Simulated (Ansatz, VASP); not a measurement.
Ga: VASP beside Ansatz

Contents of INCAR:

```
PREC = Accurate
ENCUT = 520
EDIFF = 1E-6
ISMEAR = -1
SIGMA = 0.05
LREAL = False
LASPH = True
NELM = 60
ALGO = Fast
ISIF = 2
LWAVE = False
LCHARG = False
GGA = PE
NBANDS = 34
```

KPOINTS

```
Automatic mesh
0
Gamma
  7 7 6
```

The input POSCAR:

```
Ga
1.0
    2.2153339849     -3.7523045894      0.0000000000
    2.2153339849      3.7523045894      0.0000000000
    0.0000000000      0.0000000000      4.4316475558
Ga
4
Direct
    0.3451000000      0.6549000000      0.4190000000
    0.1549000000      0.8451000000      0.9190000000
    0.6549000000      0.3451000000      0.5810000000
    0.8451000000      0.1549000000      0.0810000000
```

The input input.yaml:

```yaml
crystal:
  lattice:
    - [2.2153339849, -3.7523045894, 0.0]
    - [2.2153339849, 3.7523045894, 0.0]
    - [0.0, 0.0, 4.4316475558]
  atoms:
    - { symbol: Ga, position: [0.3451, 0.6549, 0.419] }
    - { symbol: Ga, position: [0.1549, 0.8451, 0.919] }
    - { symbol: Ga, position: [0.6549, 0.3451, 0.581] }
    - { symbol: Ga, position: [0.8451, 0.1549, 0.081] }
hamiltonian:
  xc: pbe
  pseudopotentials: { kind: paw }
kpoints:
  mp_grid: { grid: [7, 7, 6] }
scf:
  occupations: { method: fermi_dirac, width: 0.05 }
output:
  forces: true
  stress: true
  eigenvalues: true
```

Alike in both runs: task single point; functional PBE; k mesh 7 × 7 × 6; occupations fermi-dirac, width 0.05 eV; no spin polarisation.

|  | VASP | Ansatz |
| --- | --- | --- |
| version | VASP 6.6.1 | Ansatz 0.2.0 |
| potentials or method | VASP PAW PBE potentials, release 64 (Ga_d) | Ansatz PAW |
| plane-wave cutoff (eV) | 520 | 420 |
| valence electrons in the cell | 52 | 52 |

Ansatz gave:

```
gap on the k mesh at the Fermi level (eV)                     : none
pressure (GPa)                                                : 6.1
traceless stress, the component that is largest in VASP (GPa) : -1.42
rms of the force components (eV/Å)                            : 0.064
```

Estimate VASP's values.

gap on the k mesh at the Fermi level (eV): none; pressure (GPa): 6.1; traceless stress, the component that is largest in VASP (GPa): -1.42; rms of the force components (eV/Å): 0.062.

Atom by atom the forces differ by 0.002 eV/Å (rms over components). A gap of «none» marks a metal or a gap that the smearing closes.
